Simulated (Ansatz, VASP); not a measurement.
NaHgF3 in VASP and in Ansatz

File POSCAR:

```
NaHgF3
1.0
    4.4069819749      0.0000000000      0.0000000000
    0.0000000000      4.4069819749      0.0000000000
    0.0000000000      0.0000000000      4.4069819749
Na Hg F
1 1 3
Direct
    0.0000000000      0.0000000000      0.0000000000
    0.5000000000      0.5000000000      0.5000000000
    0.5000000000      0.5000000000      0.0000000000
    0.5000000000      0.0000000000      0.5000000000
    0.0000000000      0.5000000000      0.5000000000
```

File INCAR.step1:

```
ALGO     = Normal         # electronic algorithm
EDIFF    = 1E-4           # SCF threshold, eV
ENCUT    = 520            # plane-wave cutoff, eV
GGA      = PE             # functional
ISMEAR   = 0              # smearing method
LASPH    = True           # aspherical terms in the spheres
LCHARG   = False          # write CHGCAR
LREAL    = False          # projectors in reciprocal space
LWAVE    = True           # write WAVECAR
NBANDS   = 28             # bands
NELM     = 80             # most SCF steps
PREC     = Accurate       # precision mode
SIGMA    = 0.01           # smearing width, eV
```

Contents of INCAR.step2:

```
ALGO     = Normal         # electronic algorithm
EDIFF    = 1E-6           # SCF threshold, eV
ENCUT    = 520            # plane-wave cutoff, eV
ISIF     = 2              # what is computed and relaxed
ISMEAR   = 0              # smearing method
ISTART   = 1            
LASPH    = True           # aspherical terms in the spheres
LCHARG   = False          # write CHGCAR
LMIXTAU  = True         
LREAL    = False          # projectors in reciprocal space
LWAVE    = False          # write WAVECAR
METAGGA  = R2SCAN         # meta-GGA
NBANDS   = 28             # bands
NELM     = 80             # most SCF steps
PREC     = Accurate       # precision mode
SIGMA    = 0.01           # smearing width, eV
```

The input KPOINTS:

```
k-points
0
Gamma
  6 6 6
```

Input for Ansatz:

```yaml
crystal:
  lattice:
    - [4.4069819749, 0.0, 0.0]
    - [0.0, 4.4069819749, 0.0]
    - [0.0, 0.0, 4.4069819749]
  atoms:
    - { symbol: Na, position: [0.0, 0.0, 0.0] }
    - { symbol: Hg, position: [0.5, 0.5, 0.5] }
    - { symbol: F, position: [0.5, 0.5, 0.0] }
    - { symbol: F, position: [0.5, 0.0, 0.5] }
    - { symbol: F, position: [0.0, 0.5, 0.5] }
kpoints:
  mp_grid: { grid: [6, 6, 6] }
hamiltonian:
  xc: r2scan
scf:
  occupations: { method: fixed }
  n_extra_bands: 5
output:
  forces: true
  stress: true
  eigenvalues: true
```

Alike in both runs: task single point; functional r2SCAN; k mesh 6 × 6 × 6; no spin polarisation.

|  | VASP | Ansatz |
| --- | --- | --- |
| version | VASP 6.6.1 | Ansatz 0.2.0 |
| potentials or method | VASP PAW PBE potentials, release 64 (Na_pv, Hg, F) | plane waves, PAW |
| plane-wave cutoff (eV) | 520 | 500 |
| occupations | gaussian, width 0.01 eV | fixed |
| valence electrons in the cell | 40 | 50 |

```csv
,VASP,Ansatz,Ansatz less VASP
gap on the k mesh at the Fermi level (eV),0.70,0.75,+0.052
pressure (GPa),5.1,4.3,-0.81
```

VASP's potentials were made for PBE, not for r2SCAN. VASP's potentials hold 40 valence electrons a cell and Ansatz's 50, so a difference there can come from the potentials and not from the codes.

Neither program's run includes spin-orbit coupling.
